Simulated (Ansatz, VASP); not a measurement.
**Two plane-wave programs on Sn2TeO3**

INCAR

```
SYSTEM = Sn2TeO3
ALGO = Normal
EDIFF = 1E-6
ENCUT = 520
GGA = PE
ISIF = 2
ISMEAR = 0
LASPH = .TRUE.
LCHARG = .FALSE.
LREAL = .FALSE.
LWAVE = .FALSE.
NBANDS = 64
NELM = 60
PREC = Accurate
SIGMA = 0.2
```

The input KPOINTS:

```
k-points
0
G
  6 6 1
  0 0 0
```

The input POSCAR:

```
Sn2TeO3
1.0
    3.2742056766      0.0000000000      0.0000000000
   -1.6371028383      2.8355452932      0.0000000000
    0.0000000000      0.0000000000     27.2473979920
Sn Te O
4 2 6
Direct
    0.0000000000      0.0000000000      0.0204839101
    0.0000000000      0.0000000000      0.5204839101
    0.0000000000      0.0000000000      0.2194172151
    0.0000000000      0.0000000000      0.7194172150
    0.3333333333      0.6666666667      0.3382889996
    0.3333333333      0.6666666667      0.8382889996
    0.3333333333      0.6666666667      0.0566089781
    0.3333333333      0.6666666667      0.5566089781
    0.6666666667      0.3333333333      0.4838076680
    0.6666666667      0.3333333333      0.9838076680
    0.6666666667      0.3333333333      0.1813932293
    0.6666666667      0.3333333333      0.6813932293
```

Input for Ansatz:

```yaml
crystal:
  lattice:
    - [3.2742056766, 0.0, 0.0]
    - [-1.6371028383, 2.8355452932, 0.0]
    - [0.0, 0.0, 27.247397992]
  atoms:
    - { symbol: Sn, position: [0.0, 0.0, 0.0204839101] }
    - { symbol: Sn, position: [0.0, 0.0, 0.5204839101] }
    - { symbol: Sn, position: [0.0, 0.0, 0.2194172151] }
    - { symbol: Sn, position: [0.0, 0.0, 0.719417215] }
    - { symbol: Te, position: [0.3333333333, 0.6666666667, 0.3382889996] }
    - { symbol: Te, position: [0.3333333333, 0.6666666667, 0.8382889996] }
    - { symbol: O, position: [0.3333333333, 0.6666666667, 0.0566089781] }
    - { symbol: O, position: [0.3333333333, 0.6666666667, 0.5566089781] }
    - { symbol: O, position: [0.6666666667, 0.3333333333, 0.483807668] }
    - { symbol: O, position: [0.6666666667, 0.3333333333, 0.983807668] }
    - { symbol: O, position: [0.6666666667, 0.3333333333, 0.1813932293] }
    - { symbol: O, position: [0.6666666667, 0.3333333333, 0.6813932293] }
basis:
  ecutwfc: 420
kpoints:
  mp_grid: { grid: [6, 6, 1] }
hamiltonian:
  xc: pbe
scf:
  occupations: { method: gaussian, width: 0.2 }
  lower_state_search: "off"
output:
  forces: true
  stress: true
  eigenvalues: true
```

Alike in both runs: task single point; functional PBE; k mesh 6 × 6 × 1; occupations gaussian, width 0.2 eV; no spin polarisation.

|  | VASP | Ansatz |
| --- | --- | --- |
| version | VASP 6.6.1 | Ansatz 0.2.0 |
| potentials or method | VASP PAW PBE potentials, release 64 (Sn_d, Te, O), cutoff 520 eV | scalar-relativistic, plane waves, PAW |
| valence electrons in the cell | 104 | 124 |

Ansatz gave:

```
gap on the k mesh at the Fermi level (eV)                     : none
pressure (GPa)                                                : -0.2
traceless stress, the component that is largest in VASP (GPa) : 0.70
rms of the force components (eV/Å)                            : 0.039
```

Question: What did VASP give for the same quantities?

Answer: gap on the k mesh at the Fermi level (eV): none; pressure (GPa): 0.0; traceless stress, the component that is largest in VASP (GPa): 0.54; rms of the force components (eV/Å): 0.037.

Atom by atom the forces differ by 0.025 eV/Å (rms over components). A gap of «none» marks a metal or a gap that the smearing closes. The functional is the same, so the differences come from potentials, cutoffs and numerics. VASP's potentials hold 104 valence electrons a cell and Ansatz's 124, so a difference there can come from the potentials and not from the codes.

The k mesh is coarse, so the values compare programs but aren't converged. Neither program's run includes spin-orbit coupling.
